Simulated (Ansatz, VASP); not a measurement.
## Pt: VASP beside Ansatz

INCAR

```
ALGO     = Normal         # electronic algorithm
EDIFF    = 1E-6           # SCF threshold, eV
ENCUT    = 520            # plane-wave cutoff, eV
GGA      = CA             # functional
ISIF     = 2              # what is computed and relaxed
ISMEAR   = 0              # smearing method
LASPH    = T              # aspherical terms in the spheres
LCHARG   = F              # write CHGCAR
LREAL    = F              # projectors in reciprocal space
LWAVE    = F              # write WAVECAR
NBANDS   = 11             # bands
NELM     = 60             # most SCF steps
PREC     = Accurate       # precision mode
SIGMA    = 0.15           # smearing width, eV
```

Contents of KPOINTS:

```
k-points
0
Gamma
  22 22 22
```

Contents of POSCAR:

```
Pt
1.0
    0.0000000000      2.1287005443      1.5631048096
    2.1287005443      0.0000000000      1.5631048096
    2.1287005443      2.1287005443      0.0000000000
Pt
1
Direct
    0.0000000000      0.0000000000      0.0000000000
```

Input for Ansatz:

```yaml
crystal:
  lattice:
    - [0.0, 2.1287005443, 1.5631048096]
    - [2.1287005443, 0.0, 1.5631048096]
    - [2.1287005443, 2.1287005443, 0.0]
  atoms:
    - { symbol: Pt, position: [0.0, 0.0, 0.0] }
basis:
  ecutwfc: 420
kpoints:
  mp_grid: { grid: [22, 22, 22] }
hamiltonian:
  xc: lda
  pseudopotentials: { kind: paw, azcp: { folder: soft_1 } }
scf:
  occupations: { method: gaussian, width: 0.15 }
output:
  forces: true
  stress: true
  eigenvalues: true
```

Alike in both runs: task single point; functional LDA; k mesh 22 × 22 × 22; occupations gaussian, width 0.15 eV; no spin polarisation.

```csv
,VASP,Ansatz
version,VASP 6.6.1,Ansatz 0.2.0
potentials or method,"VASP PAW LDA potentials, release 64 (Pt), cutoff 520 eV","scalar-relativistic, plane waves, PAW"
valence electrons in the cell,10,18
```

VASP gave:

```
gap on the k mesh at the Fermi level (eV)                     : none
pressure (GPa)                                                : 18.5
traceless stress, the component that is largest in VASP (GPa) : 3.14
```

Problem. What did Ansatz give for the same quantities?

Solution. gap on the k mesh at the Fermi level (eV): none; pressure (GPa): 17.5; traceless stress, the component that is largest in VASP (GPa): 3.15.

Ansatz warns that its potentials were made for another functional, while VASP's fit it. LDA's correlation is that of Perdew and Zunger in VASP and of Perdew and Wang (1992) in Ansatz. A gap of «none» marks a metal or a gap that the smearing closes. VASP's potentials hold 10 valence electrons a cell and Ansatz's 18, so a difference there can come from the potentials and not from the codes.

Spin-orbit coupling is off throughout.
